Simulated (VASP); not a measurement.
Runs of VASP 6.6.1 on W. Symmetry: Fm-3m, No. 225, cubic system. Conventional cell: a = 4.060 Å, b = 4.060 Å, c = 4.060 Å, α = 90.00°, β = 90.00°, γ = 90.00°. Within 3.8 Å of W (site symmetry m-3m) lie 12 W at 2.87 Å. 

| task | spin | fixed moment (μB) | cutoff (eV) | k mesh for the DOS | occupations for the DOS | pressure (GPa) | moment (μB) |
| --- | --- | --- | --- | --- | --- | --- | --- |
| single point | collinear, ferromagnetic start | - | 520 | - | - | -16.8 | (a) |
| single point | collinear, ferromagnetic start | 0.05 | 520 | - | - | -16.8 | 0.05 |
| single point | collinear, ferromagnetic start | 1.2 | 520 | - | - | -10.2 | 1.20 |
| single point | collinear, ferromagnetic start | 0.3 | 520 | - | - | -16.6 | 0.30 |

Alike in all rows: level LDA; potentials or basis VASP PAW LDA potentials, release 64 (W_sv); cell as given; k mesh 12 × 12 × 12; smearing fermi-dirac 0.08 eV.

Q: Estimate the missing entries.

A: (a) 0.00.

Caveats: the total moment is fixed, so each spin has its own Fermi level (some runs).
